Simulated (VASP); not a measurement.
# Cs (Fm-3m) in VASP: notebook

Cs is run at these levels: LDA; tasks: electric field gradients.

Everything below comes from runs of VASP 6.6.1. Logs are shortened: lines on timing, memory, paths and dates and some standing lists are left out, and cuts for length are marked.

## Step 1: The cell of the first run

It takes space group Fm-3m (No. 225, cubic). The conventional cell has a = 7.897 Å, b = 7.897 Å, c = 7.897 Å, α = 90.00°, β = 90.00°, γ = 90.00°.

This isn't the form of Cs at room conditions, which is bcc.

## Step 2: Electric field gradients, LDA

INCAR reads:

```
SYSTEM = Cs
PREC     = Accurate       ! precision mode
ENCUT    = 520            ! plane-wave cutoff, eV
EDIFF    = 1E-8           ! SCF threshold, eV
ISMEAR   = -1             ! smearing method
SIGMA    = 0.08           ! smearing width, eV
LREAL    = .FALSE.        ! projectors in reciprocal space
LASPH    = .TRUE.         ! aspherical terms in the spheres
NELM     = 80             ! most SCF steps
ALGO     = Normal         ! electronic algorithm
ISIF     = 2              ! what is computed and relaxed
LWAVE    = .FALSE.        ! write WAVECAR
LCHARG   = .FALSE.        ! write CHGCAR
GGA      = CA             ! functional
LEFG     = .TRUE.       
NBANDS   = 10             ! bands
```

KPOINTS reads:

```
regular mesh
0
G
  8 8 8
  0 0 0
```

POSCAR reads:

```
Cs
1.0
    0.0000000000      3.9483357400      3.9483357400
    3.9483357400      0.0000000000      3.9483357400
    3.9483357400      3.9483357400      0.0000000000
Cs
1
Direct
    0.0000000000      0.0000000000      0.0000000000
```

Potentials or basis: VASP PAW LDA potentials, release 64 (Cs_sv).

The run is started by

```sh
$ cat potpaw_LDA.64/Cs_sv/POTCAR > POTCAR
$ mpirun -np 1 vasp_std > vasp.out
```

OUTCAR:

```text
SYSTEM = Cs
   PREC = Accurate
   ENCUT = 520
   EDIFF = 1E-8
   ISMEAR = -1
   LREAL = .FALSE.
   LASPH = .TRUE.
   NELM = 80
   ISIF = 2
   GGA = CA

 ion  position               nearest neighbor table
   1  0.000  0.000  0.000-

  LATTYP: Found a face centered cubic cell.
 ALAT       =     7.8966714800

  Lattice vectors:

 A1 = (   0.0000000000,   3.9483357400,   3.9483357400)
 A2 = (   3.9483357400,   0.0000000000,   3.9483357400)
 A3 = (   3.9483357400,   3.9483357400,   0.0000000000)

Analysis of symmetry for initial positions (statically):
=====================================================================
 Subroutine PRICEL returns:
 Original cell was already a primitive cell.

 Routine SETGRP: Setting up the symmetry group for a
 face centered cubic supercell.

 Subroutine GETGRP returns: Found 48 space group operations
 (whereof 48 operations were pure point group operations)
 out of a pool of 48 trial point group operations.

The static configuration has the point symmetry O_h .

Analysis of symmetry for dynamics (positions and initial velocities):
=====================================================================
 Subroutine PRICEL returns:
 Original cell was already a primitive cell.

 Routine SETGRP: Setting up the symmetry group for a
 face centered cubic supercell.

 Subroutine GETGRP returns: Found 48 space group operations
 (whereof 48 operations were pure point group operations)
 out of a pool of 48 trial point group operations.

The dynamic configuration has the point symmetry O_h .

 Subroutine INISYM returns: Found 48 space group operations
 (whereof 48 operations are pure point group operations),
 and found     1 'primitive' translations

----------------------------------------------------------------------------------------

                                     Primitive cell

  volume of cell :     123.1040

  direct lattice vectors                    reciprocal lattice vectors
     0.000000000  3.948335740  3.948335740    -0.126635634  0.126635634  0.126635634
     3.948335740  0.000000000  3.948335740     0.126635634 -0.126635634  0.126635634
     3.948335740  3.948335740  0.000000000     0.126635634  0.126635634 -0.126635634

  length of vectors
     5.583789952  5.583789952  5.583789952     0.219339352  0.219339352  0.219339352

  position of ions in fractional coordinates (direct lattice)
     0.000000000  0.000000000  0.000000000

  ion indices of the primitive-cell ions
   primitive index   ion index
                 1           1

----------------------------------------------------------------------------------------

 KPOINTS: regular mesh

Automatic generation of k-mesh.
 Grid dimensions read from file:
 generate k-points for:    8    8    8

 Generating k-lattice:

  Cartesian coordinates                     Fractional coordinates (reciprocal lattice)
    -0.015829454  0.015829454  0.015829454     0.125000000  0.000000000  0.000000000
     0.015829454 -0.015829454  0.015829454     0.000000000  0.125000000  0.000000000
     0.015829454  0.015829454 -0.015829454     0.000000000  0.000000000  0.125000000

  Length of vectors
     0.027417419  0.027417419  0.027417419

  Shift w.r.t. Gamma in fractional coordinates (k-lattice)
     0.000000000  0.000000000  0.000000000

 Subroutine IBZKPT returns following result:
 ===========================================

 Found     29 irreducible k-points:

 Following reciprocal coordinates:
            Coordinates               Weight
  0.000000  0.000000  0.000000      1.000000
  0.125000  0.000000  0.000000      8.000000
  0.250000  0.000000  0.000000      8.000000
  0.375000  0.000000  0.000000      8.000000
  0.500000  0.000000  0.000000      4.000000
  0.125000  0.125000  0.000000      6.000000
[... 16 lines left out ...]
  0.500000  0.250000  0.125000     48.000000
 -0.375000  0.250000  0.125000     24.000000
 [... further k-points ...]
   k-points           NKPTS =     29   k-points in BZ     NKDIM =     29   number of bands    NBANDS=     10
   number of dos      NEDOS =    301   number of ions     NIONS =      1
   total plane-waves  NPLWV =  74088
   dimension x,y,z NGX =    42 NGY =   42 NGZ =   42
   dimension x,y,z NGXF=    84 NGYF=   84 NGZF=   84
   ions per type =               1
   NGX,Y,Z   is equivalent  to a cutoff of  12.50, 12.50, 12.50 a.u.
   NGXF,Y,Z  is equivalent  to a cutoff of  25.01, 25.01, 25.01 a.u.
 SYSTEM =  Cs
   PREC   = accura    normal or accurate (medium, high low for compatibility)
   ISTART =      0    job   : 0-new  1-cont  2-samecut
   ICHARG =      2    charge: 1-file 2-atom 10-const
   ISPIN  =      1    spin polarized calculation?
   LNONCOLLINEAR =      F non collinear calculations
   LSORBIT =      F    spin-orbit coupling
   LASPH  =      T    aspherical Exc in radial PAW
   ENCUT  =  520.0 eV  38.22 Ry    6.18 a.u.  10.38 10.38 10.38*2*pi/ulx,y,z
   NELM   =     80;   NELMIN=  2; NELMDL= -5     # of ELM steps
   EDIFF  = 0.1E-07   stopping-criterion for ELM
   LREAL  =      F    real-space projection
   EDIFFG = 0.1E-06   stopping-criterion for IOM
   NSW    =      0    number of steps for IOM
   IBRION =     -1    ionic relax: 0-MD 1-quasi-New 2-CG
   NFREE  =      0    steps in history (QN), initial steepest desc. (CG)
   ISIF   =      2    stress and relaxation
   ISYM   =      2    0-nonsym 1-usesym 2-fastsym
   POTIM  = 0.5000    time-step for ionic-motion
   TEBEG  =    0.0;   TEEND  =   0.0 temperature during run
   PSTRESS=    0.0 pullay stress
   NELECT =       9.0000    total number of electrons
   NUPDOWN=      -1.0000    fix difference up-down
   EMIN   =  10.00;   EMAX   =-10.00  energy-range for DOS
   EFERMI =   0.00;   METHOD = LEGACY
   ISMEAR =    -1;   SIGMA  =   0.08  broadening in eV -4-tet -1-fermi 0-gaus
   EFERMI_NEDOS =   21; number of points for ismear=-14 and -15
   IALGO  =     38    algorithm
   IMIX   =      4    mixing-type and parameters
     AMIX     =   0.40;   BMIX     =  1.00
     AMIX_MAG =   1.60;   BMIX_MAG =  1.00
  volume/ion in A,a.u.               =     123.10       830.75
  Fermi-wavevector in a.u.,A,eV,Ry     =   0.684539  1.293591  6.375605  0.468594
  Thomas-Fermi vector in A             =   1.764221
   LORBIT       =      0    0 simple, 1 ext, 2 COOP (PROOUT), +10 PAW based schemes
   GGA     = CA    functional components
   LHFCALC =     F    Hartree Fock is set to
   AEXX    =    0.0000 exact exchange contribution
   IVDW    =     0    specifies the selected vdW correction
   LEPSILON=     F    determine dielectric tensor
   LRPA    =     F    only Hartree local field effects (RPA)
 non-spin polarized calculation
  energy-cutoff  :      520.00
  volume of cell :      123.10
 maximum number of plane-waves:      3339
 NGX is ok and might be reduce to    42
   NGX = 21   NGY = 21   NGZ = 21

 number of electron       9.0000001 magnetization

 Free energy of the ion-electron system (eV)
  ---------------------------------------------------
  ext. energy  EPLUGINS =         0.00000000
  ---------------------------------------------------
  free energy    TOTEN  =        -0.96528560 eV

  energy without entropy =       -0.93637002  energy(sigma->0) =       -0.95082781

 E-fermi :   0.1097     XC(G=0):  -5.3698

 val. band max:        0.0835090020   @ k =   0.5000   0.0000   0.0000
 cond. band min:       0.1637899949   @ k =   0.5000   0.1250   0.0000
 fundamental gap:      0.0802809930
 Fermi energy:         0.1097123713

 k-point     1 :       0.0000    0.0000    0.0000
  band No.  band energies     occupation
      1     -23.7365      2.00000
      2     -10.4822      2.00000
      3     -10.4822      2.00000
      4     -10.4822      2.00000
      5      -1.4883      2.00000
      6       2.4748      0.00000
      7       2.4748      0.00000
      8       2.4748      0.00000
      9       3.4756      0.00000
     10       3.4756      0.00000

 k-point     2 :       0.1250    0.0000    0.0000
  band No.  band energies     occupation
      1     -23.7359      2.00000
      2     -10.4987      2.00000
      3     -10.4845      2.00000
      4     -10.4845      2.00000
      5      -1.3354      2.00000
      6       2.2133      0.00000
      7       2.5404      0.00000
      8       2.5404      0.00000
      9       3.3676      0.00000
     10       3.3676      0.00000
[... 274 lines left out ...]
 k-point    24 :      -0.3750    0.2500    0.1250
  band No.  band energies     occupation
      1     -23.7314      2.00000
      2     -10.5771      2.00000
      3     -10.5262      2.00000
      4     -10.5067      2.00000
      5       0.5161      0.01237
      6       0.8930      0.00011
      7       1.7728      0.00000
      8       2.6010      0.00000
      9       3.5140      0.00000
     10       4.2742      0.00000

 [... further k-points ...]

------------------------ aborting loop because EDIFF is reached ----------------------------------------

  FORCE on cell =-STRESS in cart. coord.  units (eV):
  Direction    XX          YY          ZZ          XY          YZ          ZX
  --------------------------------------------------------------------------------------
  -------------------------------------------------------------------------------------
  Total       -0.3081589     -0.3081589     -0.3081589      0.0000000      0.0000000      0.0000000
  in kB       -4.0106350     -4.0106350     -4.0106350      0.0000000      0.0000000      0.0000000
  external PRESSURE =      -4.0106350 kB  Pullay stress =       0.0000000 kB

 VOLUME and BASIS-vectors are now :
 -----------------------------------------------------------------------------
  energy-cutoff  :      520.00
  volume of cell :      123.10
      direct lattice vectors                 reciprocal lattice vectors
     0.000000000  3.948335740  3.948335740    -0.126635634  0.126635634  0.126635634
     3.948335740  0.000000000  3.948335740     0.126635634 -0.126635634  0.126635634
     3.948335740  3.948335740  0.000000000     0.126635634  0.126635634 -0.126635634

 POSITION                                       TOTAL-FORCE (eV/Angst)
 -----------------------------------------------------------------------------------
      0.00000      0.00000      0.00000         0.000000      0.000000      0.000000
 -----------------------------------------------------------------------------------
    total drift:                               -0.000000     -0.000000      0.000000

  FREE ENERGIE OF THE ION-ELECTRON SYSTEM (eV)
  ---------------------------------------------------
  free  energy   TOTEN  =        -0.9652856049 eV

  energy  without entropy=       -0.9363700153  energy(sigma->0) =       -0.95082781

 Electric field gradients (V/A^2)
---------------------------------------------------------------------
 ion       V_xx      V_yy      V_zz      V_xy      V_xz      V_yz
---------------------------------------------------------------------
   1       0.000    -0.000    -0.000    -0.000    -0.000    -0.000
---------------------------------------------------------------------

 Electric field gradients after diagonalization (V/A^2)
 (convention: |V_zz| > |V_xx| > |V_yy|)
----------------------------------------------------------------------
 ion       V_xx      V_yy      V_zz     asymmetry (V_yy - V_xx)/ V_zz
----------------------------------------------------------------------
   1       0.000     0.000    -0.000       0.000
----------------------------------------------------------------------

           NMR quadrupolar parameters

 Cq : quadrupolar parameter    Cq=e*Q*V_zz/h
 eta: asymmetry parameters     (V_yy - V_xx)/ V_zz
 Q  : nuclear electric quadrupole moment in mb (millibarn)
----------------------------------------------------------------------
 ion       Cq(MHz)       eta       Q (mb)
----------------------------------------------------------------------
   1      -0.000       0.000       1.000
----------------------------------------------------------------------
```

It took 24 s on 1 thread of Intel Xeon Platinum 8259CL at 2.50GHz (Skylake/Cascade Lake), shared host; peak memory 0.21 GiB.

Results:

```yaml
Free_energy: -0.9653 eV
Pressure: -0.4 GPa
Band_gap_on_the_k_mesh: zero (an odd number of electrons rules out a gap without spin polarisation)
Largest_electric_field_gradient_by_atom: zero within the noise of the run
```

Caveat: spin-orbit coupling is left out, which moves the levels of the heavy elements.

## Step 3: Electric field gradients, LDA (126.80 Å³/atom)

This run uses another cell than the first one, of 126.80 Å³/atom.

INCAR reads:

```
ALGO     = Normal         # electronic algorithm
EDIFF    = 1E-8           # SCF threshold, eV
ENCUT    = 520            # plane-wave cutoff, eV
ISIF     = 2              # what is computed and relaxed
ISMEAR   = -1             # smearing method
LASPH    = True           # aspherical terms in the spheres
LCHARG   = False          # write CHGCAR
LEFG     = True         
LREAL    = False          # projectors in reciprocal space
LWAVE    = False          # write WAVECAR
NBANDS   = 10             # bands
NELM     = 60             # most SCF steps
PREC     = Accurate       # precision mode
SIGMA    = 0.08           # smearing width, eV
```

KPOINTS reads:

```
k-points
0
Gamma
  8 8 8
```

POSCAR reads:

```
Cs
1.0
    0.0000000000      3.9874307156      3.9874307156
    3.9874307156      0.0000000000      3.9874307156
    3.9874307156      3.9874307156      0.0000000000
Cs
1
Direct
    0.0000000000      0.0000000000      0.0000000000
```

Potentials or basis: VASP PAW LDA potentials, release 64 (Cs_sv).

The run is started by

```sh
$ cat potpaw_LDA.64/Cs_sv/POTCAR > POTCAR
$ mpirun -np 1 vasp_std > vasp.out
```

OUTCAR:

```text
EDIFF = 1E-8
   ENCUT = 520
   ISIF = 2
   ISMEAR = -1
   LASPH = True
   LREAL = False
   NELM = 60
   PREC = Accurate

 ion  position               nearest neighbor table
   1  0.000  0.000  0.000-

  LATTYP: Found a face centered cubic cell.
 ALAT       =     7.9748614312

  Lattice vectors:

 A1 = (   0.0000000000,   3.9874307156,   3.9874307156)
 A2 = (   3.9874307156,   0.0000000000,   3.9874307156)
 A3 = (   3.9874307156,   3.9874307156,   0.0000000000)

Analysis of symmetry for initial positions (statically):
=====================================================================
 Subroutine PRICEL returns:
 Original cell was already a primitive cell.

 Routine SETGRP: Setting up the symmetry group for a
 face centered cubic supercell.

 Subroutine GETGRP returns: Found 48 space group operations
 (whereof 48 operations were pure point group operations)
 out of a pool of 48 trial point group operations.

The static configuration has the point symmetry O_h .

Analysis of symmetry for dynamics (positions and initial velocities):
=====================================================================
 Subroutine PRICEL returns:
 Original cell was already a primitive cell.

 Routine SETGRP: Setting up the symmetry group for a
 face centered cubic supercell.

 Subroutine GETGRP returns: Found 48 space group operations
 (whereof 48 operations were pure point group operations)
 out of a pool of 48 trial point group operations.

The dynamic configuration has the point symmetry O_h .

 Subroutine INISYM returns: Found 48 space group operations
[... 155 lines left out ...]
      4     -10.5717      2.00000
      5      -1.5239      2.00000
      6       2.3911      0.00000
      7       2.3911      0.00000
      8       2.3911      0.00000
      9       3.3637      0.00000
     10       3.3637      0.00000
[... 287 lines left out ...]
 k-point    24 :      -0.3750    0.2500    0.1250
  band No.  band energies     occupation
      1     -23.8186      2.00000
      2     -10.6570      2.00000
      3     -10.6113      2.00000
      4     -10.5939      2.00000
      5       0.4470      0.01284
      6       0.8169      0.00013
      7       1.7006      0.00000
      8       2.5067      0.00000
      9       3.3769      0.00000
     10       4.1178      0.00000

 [... further k-points ...]

------------------------ aborting loop because EDIFF is reached ----------------------------------------

  FORCE on cell =-STRESS in cart. coord.  units (eV):
  Direction    XX          YY          ZZ          XY          YZ          ZX
  --------------------------------------------------------------------------------------
  -------------------------------------------------------------------------------------
  Total       -0.3382586     -0.3382586     -0.3382586      0.0000000     -0.0000000      0.0000000
  in kB       -4.2741517     -4.2741517     -4.2741517      0.0000000     -0.0000000      0.0000000
  external PRESSURE =      -4.2741517 kB  Pullay stress =       0.0000000 kB

 VOLUME and BASIS-vectors are now :
 -----------------------------------------------------------------------------
  energy-cutoff  :      520.00
  volume of cell :      126.80
      direct lattice vectors                 reciprocal lattice vectors
     0.000000000  3.987430716  3.987430716    -0.125394028  0.125394028  0.125394028
     3.987430716  0.000000000  3.987430716     0.125394028 -0.125394028  0.125394028
     3.987430716  3.987430716  0.000000000     0.125394028  0.125394028 -0.125394028

 POSITION                                       TOTAL-FORCE (eV/Angst)
 -----------------------------------------------------------------------------------
      0.00000      0.00000      0.00000         0.000000      0.000000      0.000000
 -----------------------------------------------------------------------------------
    total drift:                               -0.000000     -0.000000     -0.000000

  FREE ENERGIE OF THE ION-ELECTRON SYSTEM (eV)
  ---------------------------------------------------
  free  energy   TOTEN  =        -0.9558653190 eV

  energy  without entropy=       -0.9269691182  energy(sigma->0) =       -0.94141722

 Electric field gradients (V/A^2)
---------------------------------------------------------------------
 ion       V_xx      V_yy      V_zz      V_xy      V_xz      V_yz
---------------------------------------------------------------------
   1      -0.000     0.000     0.000    -0.000    -0.000    -0.000
---------------------------------------------------------------------

 Electric field gradients after diagonalization (V/A^2)
 (convention: |V_zz| > |V_xx| > |V_yy|)
----------------------------------------------------------------------
 ion       V_xx      V_yy      V_zz     asymmetry (V_yy - V_xx)/ V_zz
----------------------------------------------------------------------
   1       0.000     0.000    -0.001       0.000
----------------------------------------------------------------------

           NMR quadrupolar parameters

 Cq : quadrupolar parameter    Cq=e*Q*V_zz/h
 eta: asymmetry parameters     (V_yy - V_xx)/ V_zz
 Q  : nuclear electric quadrupole moment in mb (millibarn)
----------------------------------------------------------------------
 ion       Cq(MHz)       eta       Q (mb)
----------------------------------------------------------------------
   1      -0.000       0.000       1.000
----------------------------------------------------------------------
```

stdout:

```text
POSCAR found type information on POSCAR Cs
 POSCAR found :  1 types and       1 ions
 scaLAPACK will be used
 LDA part: xc-table for (Slater(with rela. corr.)+CA(PZ))
 , standard interpolation
 POSCAR, INCAR and KPOINTS ok, starting setup
 FFT: planning ... GRIDC
 FFT: planning ... GRID_SOFT
 FFT: planning ... GRID
 WAVECAR not read
 entering main loop
ion   1
```

Run time: 25 s. Hardware: 1 thread of Intel Xeon Platinum 8259CL at 2.50GHz (Skylake/Cascade Lake), shared host; peak memory 0.21 GiB.

Results:

| Property | Result |
| --- | --- |
| Free energy | -0.9559 eV |
| Pressure | -0.4 GPa |
| Band gap on the k mesh | zero (an odd number of electrons rules out a gap without spin polarisation) |
| Largest electric field gradient by atom | zero within the noise of the run |

Caveat: spin-orbit coupling is left out, which moves the levels of the heavy elements.
